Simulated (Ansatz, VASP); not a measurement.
**One calculation of ZrTlF3, two programs**

```
CELL_PARAMETERS angstrom
6.24560 0.00000 0.00000
0.00000 6.24560 0.00000
0.00000 0.00000 4.41291
ATOMIC_POSITIONS crystal
Zr 0.00000 0.00000 0.98887
Zr 0.50000 0.50000 0.98887
Tl 0.50000 0.00000 0.48918
Tl 0.00000 0.50000 0.48918
F 0.25005 0.24995 0.98896
F 0.24995 0.74995 0.98896
F 0.00000 0.00000 0.48875
F 0.74995 0.75005 0.98896
F 0.75005 0.25005 0.98896
F 0.50000 0.50000 0.48875
```

Alike in both runs: functional PBE; k mesh 4 × 4 × 4; occupations gaussian, width 0.1 eV; no spin polarisation.

Ansatz relaxed the structure, and its values are those at the end. VASP's run is a single point on that final structure, the one shown.

|  | VASP | Ansatz |
| --- | --- | --- |
| version | VASP 6.6.1 | Ansatz 0.2.0 |
| potentials or method | VASP PAW PBE potentials, release 64 (Zr_sv, Tl_d, F), cutoff 520 eV | scalar-relativistic, plane waves, PAW |
| valence electrons in the cell | 92 | 92 |

|  | VASP | Ansatz | Ansatz less VASP |
| --- | --- | --- | --- |
| gap on the k mesh at the Fermi level (eV) | none | none | - |
| pressure (GPa) | -0.1 | 0.0 | +0.10 |

A gap of «none» marks a metal or a gap that the smearing closes. The functional is the same, so the differences come from potentials, cutoffs and numerics.

Spin-orbit coupling is off throughout.
